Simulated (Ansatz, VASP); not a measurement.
Two plane-wave programs on AlNi

POSCAR

```
AlNi
1.0
    1.8999201200     -1.9531901500      0.0000000000
    1.8999201200      1.9531901500      0.0000000000
    0.0000000000      0.0000000000      3.0994300413
Al Ni
1 1
Direct
    0.0000000000      0.0000000000      0.0000000000
    0.5000000000      0.5000000000      0.5000000000
```

INCAR.step1

```
SYSTEM = AlNi
PREC = Accurate
ENCUT = 520
ISMEAR = 0
SIGMA = 0.15
LREAL = .False.
LASPH = .True.
NELM = 80
NBANDS = 14
GGA = PE
ALGO = Normal
EDIFF = 1E-4
LWAVE = .True.
LCHARG = .False.
```

Contents of INCAR.step2:

```
SYSTEM = AlNi
PREC = Accurate
ENCUT = 520
EDIFF = 1E-7
ISMEAR = 0
SIGMA = 0.15
LREAL = .False.
LASPH = .True.
NELM = 80
ALGO = Normal
ISIF = 2
LWAVE = .False.
LCHARG = .False.
METAGGA = R2SCAN
LMIXTAU = .True.
NBANDS = 14
ISTART = 1
```

Contents of KPOINTS:

```
Automatic mesh
0
Gamma
  18 18 16
  0 0 0
```

Input for Ansatz:

```yaml
crystal:
  lattice:
    - [1.89992012, -1.95319015, 0.0]
    - [1.89992012, 1.95319015, 0.0]
    - [0.0, 0.0, 3.0994300413]
  atoms:
    - { symbol: Al, position: [0.0, 0.0, 0.0] }
    - { symbol: Ni, position: [0.5, 0.5, 0.5] }
basis:
  ecutwfc: 500
kpoints:
  mp_grid: { grid: [18, 18, 16] }
hamiltonian:
  xc: r2scan
scf:
  occupations: { method: gaussian, width: 0.15 }
output:
  forces: true
  stress: true
  eigenvalues: true
```

Change from the starting cell: strain -0.0200 x Voigt [1, 0, 0, 0, 0, 0], atoms carried along.

Alike in both runs: task single point; functional r2SCAN; k mesh 18 × 18 × 16; occupations gaussian, width 0.15 eV; no spin polarisation.

```csv
,VASP,Ansatz
version,VASP 6.6.1,Ansatz 0.2.0
potentials or method,"VASP PAW PBE potentials, release 64 (Al, Ni), cutoff 520 eV","scalar-relativistic, plane waves, PAW"
valence electrons in the cell,13,21
```

```tsv
	VASP	Ansatz	Ansatz less VASP
gap on the k mesh at the Fermi level (eV)	none	none	-
pressure (GPa)	4.3	4.6	+0.24
traceless stress, the component that is largest in VASP (GPa)	5.78	5.69	-0.087
```

VASP's potentials were made for PBE, not for r2SCAN. A gap of «none» marks a metal or a gap that the smearing closes. VASP's potentials hold 13 valence electrons a cell and Ansatz's 21, so a difference there can come from the potentials and not from the codes.
